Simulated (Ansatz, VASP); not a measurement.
SnO2 in VASP and in Ansatz

```
Sn O
1.0
     4.73735    0.00000    0.00000
     0.00000    4.73735    0.00000
     0.00000    0.00000    3.18640
Sn O
2 4
Direct
  0.00000 0.00000 0.00000
  0.50000 0.50000 0.50000
  0.30562 0.30562 0.00000
  0.19438 0.80562 0.50000
  0.69438 0.69438 0.00000
  0.80562 0.19438 0.50000
```

Alike in both runs: task single point; functional PBE; k mesh 5 × 5 × 7; occupations fermi-dirac, width 0.0005 eV; no spin polarisation.

```csv
,VASP,Ansatz
version,VASP 6.6.1,Ansatz 0.2.0
potentials or method,"VASP PAW PBE potentials, release 64 (Sn_d, O), cutoff 520 eV","PAW, plane waves, scalar-relativistic"
valence electrons in the cell,52,52
```

|  | VASP | Ansatz | Ansatz less VASP |
| --- | --- | --- | --- |
| gap on the k mesh at the Fermi level (eV) | 1.24 | 1.25 | +0.010 |
| pressure (GPa) | 11.5 | 10.8 | -0.72 |
| traceless stress, the component that is largest in VASP (GPa) | 1.75 | 1.53 | -0.215 |
| rms of the force components (eV/Å) | 0.024 | 0.017 | -0.0076 |

Atom by atom the forces differ by 0.008 eV/Å (rms over components).
